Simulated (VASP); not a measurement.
# Ga2BSb3 (P4/mmm) in VASP: further runs

Ga2BSb3 is run at these levels: PBE; tasks: relaxation of cell and atoms, single point.

Program: VASP 6.6.1. These are calculated values, not measurements. Logs are shortened: lines on timing, memory, paths and dates and some standing lists are left out, and cuts for length are marked.

**1. The cell of the first run**

Symmetry: P4/mmm, No. 123, tetragonal system. Conventional cell: a = 6.295 Å, b = 6.295 Å, c = 5.022 Å, α = 90.00°, β = 90.00°, γ = 90.00°. Ga (site symmetry mmm) has 6 Sb at 3.15 to 3.39 Å and 4 B at 4.03 Å within 4.1 Å. Within 3.3 Å of B (site symmetry 4/mmm) lie 2 Sb at 2.51 Å. Sb (site symmetry 4mm) has 2 Sb at 2.51 to 2.52 Å and 4 Ga at 3.39 Å within 3.4 Å. Sb (site symmetry 4/mmm) has 2 B at 2.51 Å and 4 Ga at 3.15 Å within 3.3 Å.

The cell was built from a structure type or drawn by symmetry, and may not be a known phase.

**2. Relaxation of cell and atoms, PBE**

File INCAR:

```
SYSTEM = Ga2BSb3
PREC     = Accurate       ! precision mode
ENCUT    = 600            ! plane-wave cutoff, eV
EDIFF    = 1E-6           ! SCF threshold, eV
ISMEAR   = 0              ! smearing method
SIGMA    = 0.1            ! smearing width, eV
LREAL    = .FALSE.        ! projectors in reciprocal space
LASPH    = .TRUE.         ! aspherical terms in the spheres
NELM     = 80             ! most SCF steps
ALGO     = Normal         ! electronic algorithm
ISIF     = 3              ! what is computed and relaxed
LWAVE    = .FALSE.        ! write WAVECAR
LCHARG   = .FALSE.        ! write CHGCAR
GGA      = PE             ! functional
IBRION   = 2              ! ionic algorithm
NSW      = 90             ! ionic steps
EDIFFG   = -0.04          ! ionic threshold
```

File KPOINTS:

```
regular mesh
0
G
  4 4 4
  0 0 0
```

File POSCAR:

```
Ga2BSb3
1.0
    6.2954018642      0.0000000000      0.0000000000
    0.0000000000      6.2954018642      0.0000000000
    0.0000000000      0.0000000000      5.0224814762
Ga B Sb
2 1 3
Direct
    0.0000000000      0.5000000000      0.0000000000
    0.5000000000      0.0000000000      0.0000000000
    0.5000000000      0.5000000000      0.5000000000
    0.0000000000      0.0000000000      0.7505139900
    0.0000000000      0.0000000000      0.2494860100
    0.5000000000      0.5000000000      0.0000000000
```

Potentials or basis: VASP PAW PBE potentials, release 64 (Ga_d, B, Sb).

The run is started by

```
> cat potpaw_PBE.64/Ga_d/POTCAR potpaw_PBE.64/B/POTCAR potpaw_PBE.64/Sb/POTCAR > POTCAR
> mpirun -np 1 vasp_std > vasp.out
```

OUTCAR:

```text
SYSTEM = Ga2BSb3
   PREC = Accurate
   ENCUT = 600
   EDIFF = 1E-6
   ISMEAR = 0
   LREAL = .FALSE.
   LASPH = .TRUE.
   NELM = 80
   ISIF = 3
   GGA = PE
   IBRION = 2
   NSW = 90
   EDIFFG = -0.04

 ion  position               nearest neighbor table
   1  0.000  0.500  0.000-   6 3.15   6 3.15
   2  0.500  0.000  0.000-   6 3.15   6 3.15
   3  0.500  0.500  0.500-   6 2.51   6 2.51
   4  0.000  0.000  0.751-   5 2.51   5 2.52
   5  0.000  0.000  0.249-   4 2.51   4 2.52
   6  0.500  0.500  0.000-   3 2.51   3 2.51   1 3.15   2 3.15   2 3.15   1 3.15

  LATTYP: Found a simple tetragonal cell.
 ALAT       =     6.2954018642
 C/A-ratio  =     0.7978015676

  Lattice vectors:

 A1 = (   6.2954018642,   0.0000000000,   0.0000000000)
 A2 = (   0.0000000000,   6.2954018642,   0.0000000000)
 A3 = (   0.0000000000,   0.0000000000,   5.0224814762)

Analysis of symmetry for initial positions (statically):
=====================================================================
 Subroutine PRICEL returns:
 Original cell was already a primitive cell.

 Routine SETGRP: Setting up the symmetry group for a
 simple tetragonal supercell.

 Subroutine GETGRP returns: Found 16 space group operations
 (whereof 16 operations were pure point group operations)
 out of a pool of 16 trial point group operations.

The static configuration has the point symmetry D_4h.

Analysis of symmetry for dynamics (positions and initial velocities):
=====================================================================
 Subroutine PRICEL returns:
 Original cell was already a primitive cell.

 Routine SETGRP: Setting up the symmetry group for a
 simple tetragonal supercell.

 Subroutine GETGRP returns: Found 16 space group operations
 (whereof 16 operations were pure point group operations)
 out of a pool of 16 trial point group operations.

The dynamic configuration has the point symmetry D_4h.

 Subroutine INISYM returns: Found 16 space group operations
 (whereof 16 operations are pure point group operations),
 and found     1 'primitive' translations

----------------------------------------------------------------------------------------

                                     Primitive cell

  volume of cell :     199.0514

  direct lattice vectors                    reciprocal lattice vectors
     6.295401864  0.000000000  0.000000000     0.158846095  0.000000000  0.000000000
     0.000000000  6.295401864  0.000000000     0.000000000  0.158846095  0.000000000
     0.000000000  0.000000000  5.022481476     0.000000000  0.000000000  0.199104766

  length of vectors
     6.295401864  6.295401864  5.022481476     0.158846095  0.158846095  0.199104766

  position of ions in fractional coordinates (direct lattice)
     0.000000000  0.500000000  0.000000000
     0.500000000  0.000000000  0.000000000
     0.500000000  0.500000000  0.500000000
     0.000000000  0.000000000  0.750513990
     0.000000000  0.000000000  0.249486010
     0.500000000  0.500000000  0.000000000

  ion indices of the primitive-cell ions
   primitive index   ion index
                 1           1
                 2           2
                 3           3
                 4           4
                 5           5
                 6           6

----------------------------------------------------------------------------------------

 KPOINTS: regular mesh

Automatic generation of k-mesh.
 Grid dimensions read from file:
 generate k-points for:    4    4    4

 Generating k-lattice:

  Cartesian coordinates                     Fractional coordinates (reciprocal lattice)
     0.039711524  0.000000000  0.000000000     0.250000000  0.000000000  0.000000000
     0.000000000  0.039711524  0.000000000     0.000000000  0.250000000  0.000000000
     0.000000000  0.000000000  0.049776192     0.000000000  0.000000000  0.250000000

  Length of vectors
     0.039711524  0.039711524  0.049776192

  Shift w.r.t. Gamma in fractional coordinates (k-lattice)
     0.000000000  0.000000000  0.000000000

 Subroutine IBZKPT returns following result:
[... 41 lines left out ...]
   AEXX    =    0.0000 exact exchange contribution
   IVDW    =     0    specifies the selected vdW correction
   LEPSILON=     F    determine dielectric tensor
   LRPA    =     F    only Hartree local field effects (RPA)
 conjugate gradient relaxation of ions
 non-spin polarized calculation
 Gauss-broadening in eV      SIGMA  =   0.10
  energy-cutoff  :      600.00
  volume of cell :      199.05
 maximum number of plane-waves:      6692
   NGX = 25   NGY = 25   NGZ = 21

--------------------------------------- Ionic step        1  -------------------------------------------

 number of electron      44.0000033 magnetization

 Free energy of the ion-electron system (eV)
  ---------------------------------------------------
  ext. energy  EPLUGINS =         0.00000000
  ---------------------------------------------------
  free energy    TOTEN  =       -17.92851396 eV

  energy without entropy =      -17.90567563  energy(sigma->0) =      -17.91709479

------------------------ aborting loop because EDIFF is reached ----------------------------------------

  FORCE on cell =-STRESS in cart. coord.  units (eV):
  Direction    XX          YY          ZZ          XY          YZ          ZX
  --------------------------------------------------------------------------------------
  -------------------------------------------------------------------------------------
  Total       -4.0713835     -4.0713835     15.7769181      0.0000000      0.0000000      0.0000000
  in kB      -32.7708216    -32.7708216    126.9894063      0.0000000      0.0000000      0.0000000
  external PRESSURE =      20.4825877 kB  Pullay stress =       0.0000000 kB
[... 101 lines left out ...]
  FREE ENERGIE OF THE ION-ELECTRON SYSTEM (eV)
  ---------------------------------------------------
  free  energy   TOTEN  =       -18.6952744862 eV

  energy  without entropy=      -18.6694985982  energy(sigma->0) =      -18.68238654

 E-fermi :   5.0898     XC(G=0):  -9.3957

 val. band max:        5.0748422104   @ k =   0.5000   0.0000   0.2500
 cond. band min:       5.1120260844   @ k =   0.2500   0.2500   0.5000
 fundamental gap:      0.0371838740
 Fermi energy:         5.0898054010

 k-point     1 :       0.0000    0.0000    0.0000
  band No.  band energies     occupation
      1      -9.8512      2.00000
      2      -9.7143      2.00000
      3      -9.6996      2.00000
      4      -9.6981      2.00000
      5      -9.6894      2.00000
      6      -9.6894      2.00000
[... 511 lines left out ...]
     25       6.7380      0.00000
     26       6.7380      0.00000

[... ionic steps 4 to 8 ...]

--------------------------------------- Ionic step        9  -------------------------------------------

 number of electron      43.9999973 magnetization

------------------------ aborting loop because EDIFF is reached ----------------------------------------

  FORCE on cell =-STRESS in cart. coord.  units (eV):
  Direction    XX          YY          ZZ          XY          YZ          ZX
  --------------------------------------------------------------------------------------
  -------------------------------------------------------------------------------------
  Total       -0.1687183     -0.1687183     -0.9335794      0.0000000     -0.0000000      0.0000000
  in kB       -1.6293822     -1.6293822     -9.0159611      0.0000000     -0.0000000      0.0000000
  external PRESSURE =      -4.0915751 kB  Pullay stress =       0.0000000 kB
[... 65 lines left out ...]
  energy  without entropy=      -19.5883560206  energy(sigma->0) =      -19.59166673

--------------------------------------- Ionic step       11  -------------------------------------------

 number of electron      43.9999984 magnetization

 Free energy of the ion-electron system (eV)
  ---------------------------------------------------
  ext. energy  EPLUGINS =         0.00000000
  ---------------------------------------------------
  free energy    TOTEN  =       -19.59847696 eV

  energy without entropy =      -19.59193721  energy(sigma->0) =      -19.59520708

 E-fermi :   4.6770     XC(G=0):  -9.1606

 val. band max:        4.6339504558   @ k =   0.5000   0.0000   0.2500
 cond. band min:       4.7828875843   @ k =   0.2500   0.0000   0.0000
 fundamental gap:      0.1489371285
 Fermi energy:         4.6769840758

 k-point     1 :       0.0000    0.0000    0.0000
  band No.  band energies     occupation
      1     -10.3219      2.00000
      2     -10.2335      2.00000
      3     -10.2137      2.00000
      4     -10.2125      2.00000
      5     -10.2114      2.00000
      6     -10.2114      2.00000
[... 544 lines left out ...]
  FREE ENERGIE OF THE ION-ELECTRON SYSTEM (eV)
  ---------------------------------------------------
  free  energy   TOTEN  =       -19.5984769586 eV

  energy  without entropy=      -19.5919372095  energy(sigma->0) =      -19.59520708

 reached required accuracy - stopping structural energy minimisation
```

Wall time 20 min (1 thread of Intel Xeon Platinum 8488C (Sapphire Rapids), shared host); peak memory 0.39 GiB.

What came out:

```
Free energy                           : -19.5985 eV
Relaxed volume                        : 27.38 Å³/atom
Relaxed cell                          : a = 5.442 Å, b = 5.442 Å, c = 5.547 Å, α = 90.00°, β = 90.00°, γ = 90.00°
Space group after relaxing (to 0.1 Å) : P4/mmm (No. 123)
Energy gained by relaxing             : 278.3 meV/atom
Ionic steps                           : 11
Pressure after relaxing               : 0.0 GPa
Largest force after relaxing          : 0.010 eV/Å
Band gap on the k mesh                : zero (bands 22 and 23 overlap by 1.60 eV)
```

Forces in eV/Å, atoms in the order of the input:
```
Ga   0.000  0.000  0.000
Ga   0.000  0.000  0.000
B    0.000  0.000  0.000
Sb   0.000  0.000 -0.010
Sb   0.000  0.000  0.010
Sb   0.000  0.000  0.000
```

Step by step:
| step | energy change (eV) | largest force (eV/Å) | pressure (GPa) | volume (Å³) |
| --- | --- | --- | --- | --- |
| 1 | 0.0000 | 0.6842 | 2.05 | 199.05 |
| 2 | -0.7290 | 0.0419 | -4.47 | 209.86 |
| 3 | -0.7668 | 0.0946 | -3.49 | 207.50 |
| 4 | -1.2369 | 0.1643 | -3.18 | 189.11 |
| 5 | -0.4387 | 0.1111 | 11.46 | 138.47 |
| 6 | -1.5576 | 0.3712 | -2.15 | 175.85 |
| 7 | -1.5070 | 0.6104 | 2.70 | 155.60 |
| 8 | -1.6499 | 0.5477 | -0.78 | 167.64 |
| 9 | -1.6530 | 0.5774 | -0.41 | 165.90 |
| 10 | -1.6665 | 0.2976 | 0.24 | 163.55 |
| 11 | -1.6700 | 0.0098 | 0.00 | 164.27 |

Final structure:
```
Ga B Sb
1.0
     5.44167    0.00000    0.00000
     0.00000    5.44167    0.00000
     0.00000    0.00000    5.54733
Ga B Sb
2 1 3
Direct
  0.00000 0.50000 0.00000
  0.50000 0.00000 0.00000
  0.50000 0.50000 0.50000
  0.00000 0.00000 0.74451
  0.00000 0.00000 0.25549
  0.50000 0.50000 0.00000
```

Levels at points of the mesh, in eV from the Fermi level:
| k point | band 20 | band 21 | band 22 | band 23 | band 24 | band 25 |
| --- | --- | --- | --- | --- | --- | --- |
| (0.00, 0.00, 0.00) | -1.62 | -1.62 | -1.41 | 0.76 | 0.76 | 0.90 |
| (0.50, 0.00, 0.00) | -3.42 | -0.09 | 0.11 | 0.54 | 0.92 | 1.07 |
| (0.50, 0.50, 0.00) | -1.07 | -0.76 | -0.76 | 0.55 | 0.55 | 2.85 |
| (0.00, 0.00, 0.50) | -1.54 | -1.07 | -1.07 | -0.37 | 1.03 | 1.18 |
| (0.50, 0.00, 0.50) | -1.11 | -0.62 | 0.28 | 0.67 | 1.02 | 1.07 |
| (0.50, 0.50, 0.50) | 0.78 | 0.84 | 0.99 | 1.03 | 1.49 | 1.49 |

Caveat: the volume moved by over 15 % at a fixed basis, so the end points are rough; spin-orbit coupling is left out, which moves the levels of the heavy elements.

**3. Single point, PBE**

This run uses another cell than the first one, of 27.77 Å³/atom.

File INCAR:

```
  PREC = Accurate
  ENCUT = 520
  EDIFF = 1E-7
  ISMEAR = 0
  SIGMA = 0.1
  LREAL = False
  LASPH = True
  NELM = 80
  ALGO = Normal
  ISIF = 2
  LWAVE = False
  LCHARG = False
  GGA = PE
  NBANDS = 31
```

File KPOINTS:

```
Automatic mesh
0
Gamma
  8 8 8
```

File POSCAR:

```
Ga2BSb3
1.0
    5.4454032156      0.0000000000      0.0000000000
    0.0000000000      5.4454032156      0.0000000000
    0.0000000000      0.0000000000      5.6192427892
Ga B Sb
2 1 3
Direct
    0.0000000000      0.5000000000      0.0000000000
    0.5000000000      0.0000000000      0.0000000000
    0.5000000000      0.5000000000      0.5000000000
    0.0000000000      0.0000000000      0.7444243560
    0.0000000000      0.0000000000      0.2555756440
    0.5000000000      0.5000000000      0.0000000000
```

Potentials or basis: VASP PAW PBE potentials, release 64 (Ga_d, B, Sb).

The run is started by

```
> cat potpaw_PBE.64/Ga_d/POTCAR potpaw_PBE.64/B/POTCAR potpaw_PBE.64/Sb/POTCAR > POTCAR
> mpirun -np 1 vasp_std > vasp.out
```

Run time: 6.2 min. Hardware: 1 thread of Intel Xeon Platinum 8488C (Sapphire Rapids), shared host; peak memory 0.49 GiB.

Results (log left out):

```
Free energy            : -19.2586 eV
Pressure               : 0.0 GPa
Largest force          : 0.007 eV/Å
Band gap on the k mesh : zero (bands 22 and 23 overlap by 1.91 eV)
```

Forces in eV/Å, atoms in the order of the input:
```
Ga   0.000  0.000  0.000
Ga   0.000  0.000  0.000
B    0.000  0.000  0.000
Sb   0.000  0.000  0.007
Sb   0.000  0.000 -0.007
Sb   0.000  0.000  0.000
```

Stress tensor (GPa, compression positive):
```
-0.01  0.00  0.00
 0.00 -0.01  0.00
 0.00  0.00  0.07
```

Levels at points of the mesh, in eV from the Fermi level:
```
           k point  band 18  band 19  band 20  band 21  band 22  band 23  band 24  band 25  band 26  band 27
(0.00, 0.00, 0.00)    -3.99    -2.87    -1.46    -1.46    -1.27     0.83     0.83     0.91     0.91     2.13
(0.50, 0.00, 0.00)    -3.34    -3.31    -3.25     0.00     0.25     0.60     0.99     1.07     1.73     2.02
(0.50, 0.50, 0.00)    -2.87    -1.00    -1.00    -0.65    -0.65     0.65     0.65     2.93     3.09     3.15
(0.00, 0.00, 0.50)    -1.87    -1.39    -1.39    -0.92    -0.92    -0.37     1.04     1.24     1.24     1.26
(0.50, 0.00, 0.50)    -2.63    -1.83    -0.94    -0.51     0.34     0.68     1.03     1.03     1.41     1.51
(0.50, 0.50, 0.50)    -2.77     0.88     0.90     0.90     0.95     1.03     1.53     1.53     1.53     2.99
```

Caveat: spin-orbit coupling is left out, which moves the levels of the heavy elements.

**4. Relaxation of cell and atoms, PBE**

This run uses another cell than the first one, of 27.37 Å³/atom.

File INCAR:

```
PREC = Accurate
ENCUT = 600
EDIFF = 1E-6
ISMEAR = 0
SIGMA = 0.1
LREAL = F
LASPH = T
NELM = 100
ALGO = Normal
ISIF = 3
LWAVE = F
LCHARG = F
GGA = PE
IBRION = 2
NSW = 100
EDIFFG = -0.01
```

File KPOINTS:

```
regular mesh
0
Gamma
  8 8 8
```

File POSCAR:

```
Ga2BSb3
1.0
    5.4461382527      0.0000000000      0.0000000000
    0.0000000000      5.4461382527      0.0000000000
    0.0000000000      0.0000000000      5.5366070961
Ga B Sb
2 1 3
Direct
    0.0000000000      0.5000000000      0.0000000000
    0.5000000000      0.0000000000      0.0000000000
    0.5000000000      0.5000000000      0.5000000000
    0.0000000000      0.0000000000      0.7443834632
    0.0000000000      0.0000000000      0.2556165368
    0.5000000000      0.5000000000      0.0000000000
```

The run is started by

```
> cat potpaw_PBE.64/Ga_d/POTCAR potpaw_PBE.64/B/POTCAR potpaw_PBE.64/Sb/POTCAR > POTCAR
> mpirun -np 1 vasp_std > vasp.out
```

Run time: 11 min. Hardware: 1 thread of Intel Xeon 6975P-C (Granite Rapids), shared host; peak memory 0.61 GiB.

Results (log left out):

| Property | Result |
| --- | --- |
| Free energy | -19.2581 eV |
| Relaxed volume | 27.77 Å³/atom |
| Relaxed cell | a = 5.444 Å, b = 5.444 Å, c = 5.622 Å, α = 90.00°, β = 90.00°, γ = 90.00° |
| Space group after relaxing (to 0.1 Å) | P4/mmm (No. 123) |
| Energy gained by relaxing | 2.1 meV/atom |
| Ionic steps | 8 |
| Pressure after relaxing | 0.0 GPa |
| Largest force after relaxing | 0.006 eV/Å |
| Band gap on the k mesh | zero (bands 22 and 23 overlap by 1.91 eV) |

Forces on the atoms (eV/Å):
```
Ga   0.000  0.000  0.000
Ga   0.000  0.000  0.000
B    0.000  0.000  0.000
Sb   0.000  0.000  0.006
Sb   0.000  0.000 -0.006
Sb   0.000  0.000  0.000
```

Step by step:
| step | energy change (eV) | largest force (eV/Å) | pressure (GPa) | volume (Å³) |
| --- | --- | --- | --- | --- |
| 1 | 0.0000 | 0.0632 | 0.76 | 164.22 |
| 2 | -0.0115 | 0.0286 | -0.09 | 167.33 |
| 3 | -0.0115 | 0.0285 | -0.10 | 167.32 |
| 4 | -0.0115 | 0.0269 | -0.08 | 167.26 |
| 5 | -0.0121 | 0.0125 | -0.03 | 166.98 |
| 6 | -0.0123 | 0.0040 | -0.01 | 166.82 |
| 7 | -0.0123 | 0.0128 | 0.03 | 166.49 |
| 8 | -0.0124 | 0.0057 | -0.01 | 166.63 |

Final structure:
```
CELL_PARAMETERS angstrom
5.44393 0.00000 0.00000
0.00000 5.44393 0.00000
0.00000 0.00000 5.62232
ATOMIC_POSITIONS crystal
Ga 0.00000 0.50000 0.00000
Ga 0.50000 0.00000 0.00000
B 0.50000 0.50000 0.50000
Sb 0.00000 0.00000 0.74441
Sb 0.00000 0.00000 0.25559
Sb 0.50000 0.50000 0.00000
```

Levels at points of the mesh, in eV from the Fermi level:
```csv
k point,band 18,band 19,band 20,band 21,band 22,band 23,band 24,band 25,band 26
"(0.00, 0.00, 0.00)",-3.99,-2.86,-1.46,-1.46,-1.26,0.83,0.83,0.91,0.91
"(0.50, 0.00, 0.00)",-3.34,-3.31,-3.25,0.00,0.25,0.61,0.98,1.07,1.73
"(0.50, 0.50, 0.00)",-2.87,-1.00,-1.00,-0.65,-0.65,0.65,0.65,2.94,3.09
"(0.00, 0.00, 0.50)",-1.86,-1.39,-1.39,-0.92,-0.92,-0.38,1.04,1.25,1.25
"(0.50, 0.00, 0.50)",-2.63,-1.83,-0.94,-0.51,0.34,0.67,1.03,1.03,1.42
"(0.50, 0.50, 0.50)",-2.77,0.87,0.90,0.90,0.94,1.03,1.52,1.53,1.53
```

Caveat: spin-orbit coupling is left out, which moves the levels of the heavy elements.

**5. Summary**

```tsv
task	cell	k mesh	cutoff (eV)	gap on the mesh (eV)	pressure (GPa)	relaxed volume (Å³/atom)	largest force (eV/Å)
relaxation of cell and atoms	relaxed from a = 6.295, b = 6.295, c = 5.022 Å, 6 atoms, atomic positions A	4 × 4 × 4	600	none	0.0	27.38	0.01
single point	a = 5.445, b = 5.445, c = 5.619 Å, 6 atoms, atomic positions B	8 × 8 × 8	520	none	0.0	-	0.01
relaxation of cell and atoms	relaxed from a = 5.446, b = 5.446, c = 5.537 Å, 6 atoms, atomic positions B	8 × 8 × 8	600	none	0.0	27.77	0.01
```

Alike in all rows: level PBE; potentials or basis VASP PAW PBE potentials, release 64 (Ga_d, B, Sb); no spin polarisation; smearing gaussian 0.1 eV.

Caveats: spin-orbit coupling is left out, which moves the levels of the heavy elements; the volume moved by over 15 % at a fixed basis, so the end points are rough (at least some runs).

Absolute energies hang on the potentials; compare differences alone.
